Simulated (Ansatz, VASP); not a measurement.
**SnSe: VASP beside Ansatz**

```
CELL_PARAMETERS angstrom
0.00000 3.39084 3.39084
3.39084 0.00000 3.39084
3.39084 3.39084 0.00000
ATOMIC_POSITIONS crystal
Sn 0.00000 0.00000 0.00000
Se 0.75000 0.75000 0.75000
```

Alike in both runs: task single point; functional PBE; k mesh 4 × 4 × 4; occupations fermi-dirac, width 0.03 eV; no spin polarisation.

|  | VASP | Ansatz |
| --- | --- | --- |
| version | VASP 6.6.1 | Ansatz 0.2.0 |
| potentials or method | VASP PAW PBE potentials, release 64 (Sn_d, Se), cutoff 500 eV | all-electron LAPW, scalar-relativistic |

```csv
,VASP,Ansatz,Ansatz less VASP
pressure (GPa),-0.3,-0.3,0.00
```

Ansatz ran all-electron here, and VASP with PAW potentials.
